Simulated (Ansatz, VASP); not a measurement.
BiTe: VASP beside Ansatz

```
CELL_PARAMETERS angstrom
4.59788 0.00000 0.00000
-2.29894 3.98188 0.00000
0.00000 0.00000 24.38539
ATOMIC_POSITIONS crystal
Bi 0.33333 0.66667 0.30756
Bi 0.00000 0.00000 0.46151
Bi 0.66667 0.33333 0.61546
Te 0.66667 0.33333 0.38454
Te 0.33333 0.66667 0.53849
Te 0.00000 0.00000 0.69244
```

Alike in both runs: task single point; functional PBE; k mesh 9 × 9 × 1; occupations gaussian, width 0.1 eV; no spin polarisation.

|  | VASP | Ansatz |
| --- | --- | --- |
| version | VASP 6.6.1 | Ansatz 0.2.0 |
| potentials or method | VASP PAW PBE potentials, release 64 (Bi_d, Te), cutoff 520 eV | scalar-relativistic, plane waves, PAW |
| valence electrons in the cell | 63 | 93 |

Ansatz gave:

| Quantity | Value |
| --- | --- |
| gap on the k mesh at the Fermi level (eV) | none |
| rms of the force components (eV/Å) | 0.357 |

Task: Estimate VASP's values.

Result: gap on the k mesh at the Fermi level (eV): none; rms of the force components (eV/Å): 0.356.

A gap of «none» marks a metal or a gap that the smearing closes. The functional is the same, so the differences come from potentials, cutoffs and numerics. VASP's potentials hold 63 valence electrons a cell and Ansatz's 93, so a difference there can come from the potentials and not from the codes.

Neither program's run includes spin-orbit coupling.
